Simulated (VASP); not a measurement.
Runs of VASP 6.6.1 on Si. The structure is that of space group P6_3/mmc (No. 194), or close to it. The cells are those of the table. This isn't the form of Si at room conditions, which is diamond.

```csv
task,cell,k mesh,cutoff (eV),gap on the mesh (eV),pressure (GPa)
single point,"a = 2.656, b = 2.656, c = 8.809 Å, angles 90.0, 90.0, 120.0°, 4 atoms",15 × 15 × 4,520,none,7.6
relaxation of cell and atoms,"relaxed from a = 2.769, b = 2.769, c = 9.044 Å, angles 90.0, 90.0, 120.0°, 4 atoms",13 × 13 × 4,600,-,0.1
single point,"a = 2.694, b = 2.694, c = 8.935 Å, angles 90.0, 90.0, 120.0°, 4 atoms",15 × 15 × 4,520,none,3.1
single point,"a = 2.801, b = 2.801, c = 9.293 Å, angles 90.0, 90.0, 120.0°, 4 atoms",15 × 15 × 4,520,none,-5.8
single point,"a = 2.836, b = 2.836, c = 9.406 Å, angles 90.0, 90.0, 120.0°, 4 atoms",15 × 15 × 4,520,none,(b)
single point,"a = 2.766, b = 2.766, c = 9.176 Å, angles 90.0, 90.0, 120.0°, 4 atoms",15 × 15 × 4,520,none,(a)
single point,"a = 2.730, b = 2.730, c = 9.057 Å, angles 90.0, 90.0, 120.0°, 4 atoms",13 × 13 × 4,520,none,-0.4
single point,"a = 2.730, b = 2.730, c = 9.057 Å, angles 90.0, 90.0, 120.0°, 4 atoms",17 × 17 × 5,520,none,-0.5
```

Alike in all rows: level RPBE; potentials or basis VASP PAW PBE potentials, release 64 (Si); no spin polarisation; smearing fermi-dirac 0.1 eV.

**Question.** Fill in the values left out.

**Answer.** (a) -3.4; (b) -7.6.

Caveats: the PAW data sets were made with another functional, which shifts forces and pressure a little; the cell stands under tension (at least some runs); the cell stands under pressure (at least some runs); the highest band is partly filled, so the run has too few bands (at least some runs).

A gap of «none» marks levels without a gap at the run's occupations.
